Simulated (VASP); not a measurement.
## BAs: single point with RPBE+D3(BJ)

BAs:

```
As B
1.0
     0.00000    2.58997    2.58997
     2.58997    0.00000    2.58997
     2.58997    2.58997    0.00000
As B
1 1
Direct
  0.75000 0.75000 0.75000
  0.00000 0.00000 0.00000
```

```json
{
 "Program": "VASP 6.6.1",
 "Task": "single point",
 "Functional": "RPBE",
 "Dispersion": "D3(BJ)",
 "Potentials or basis": "VASP PAW PBE potentials, release 64 (As, B)",
 "Cutoff": "520 eV",
 "k mesh": "10 × 10 × 10",
 "Occupations": "gaussian, width 0.1 eV",
 "Spin": "no spin polarisation"
}
```

```yaml
Pressure: -25.5 GPa
Band_gap_on_the_k_mesh: 1.45 eV, indirect (least direct gap 1.89 eV)
Dispersion_energy_per_atom: -0.922 eV
```

Levels at points of the mesh, in eV from the valence-band top:
| k point | band 1 | band 2 | band 3 | band 4 | band 5 | band 6 | band 7 | band 8 |
| --- | --- | --- | --- | --- | --- | --- | --- | --- |
| (0.00, 0.00, 0.00) | -13.41 | 0.00 | 0.00 | 0.00 | 1.89 | 3.01 | 3.01 | 3.01 |
| (0.50, 0.00, 0.00) | -11.34 | -7.22 | -1.43 | -1.43 | 1.46 | 4.48 | 4.48 | 8.32 |
| (0.50, 0.50, 0.00) | -10.39 | -7.34 | -3.15 | -3.15 | 1.70 | 1.70 | 9.25 | 9.25 |

It took 30 s on 1 thread of Intel Xeon 8259CL (shared host), peak memory 0.17 GiB.

Caveat: three body term missing; the PAW data sets were made with another functional, which shifts forces and pressure a little. A k mesh can miss the band edges.
